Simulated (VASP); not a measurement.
## CsGeF3: single point with PBE

CsGeF3:

```
Cs Ge F
1.0
     4.40659    0.00000    0.00000
     0.00000    4.49652    0.00000
     0.00000    0.00000    4.49652
Cs Ge F
1 1 3
Direct
  0.00000 0.00000 0.00000
  0.50000 0.50000 0.50000
  0.50000 0.50000 0.00000
  0.50000 0.00000 0.50000
  0.00000 0.50000 0.50000
```

This cell differs from its parent crystal: uniaxial x strain -2.0%.

```yaml
Program: VASP 6.6.1
Task: single point
Functional: PBE
Potentials_or_basis: VASP PAW PBE potentials, release 64 (Cs_sv, Ge_d, F)
Cutoff: 520 eV
k_mesh: 6 × 6 × 6
Occupations: fermi-dirac, width 0.02 eV
Spin: no spin polarisation
```

```yaml
Pressure: 3.5 GPa
Band_gap_on_the_k_mesh: 1.69 eV
```

Stress tensor (GPa, compression positive):
```
4.45 0.00 0.00
0.00 3.08 0.00
0.00 0.00 3.08
```

Levels at points of the mesh, in eV from the valence-band top:
```csv
k point,band 20,band 21,band 22,band 23,band 24,band 25
"(0.00, 0.00, 0.00)",-4.31,-4.31,-4.27,4.37,4.45,5.03
"(0.50, 0.00, 0.00)",-4.67,-4.67,-2.53,2.78,4.90,4.90
"(0.00, 0.50, 0.00)",-4.53,-4.52,-2.63,2.66,4.89,5.20
"(0.50, 0.50, 0.00)",-4.44,-4.30,-1.18,2.71,2.90,4.90
"(0.00, 0.50, 0.50)",-4.62,-4.27,-1.27,2.76,2.76,5.26
"(0.50, 0.50, 0.50)",-4.27,-4.26,0.00,1.69,1.69,1.84
```

Run time: 39 s on 1 thread of Intel(R) Xeon(R) 6975P-C (Granite Rapids) (shared host), peak memory 0.26 GiB.

Caveat: the cell differs from its parent crystal (uniaxial x strain -2.0%); the cell stands under pressure; spin-orbit coupling is left out, which moves the levels of the heavy elements. A k mesh can miss the band edges.
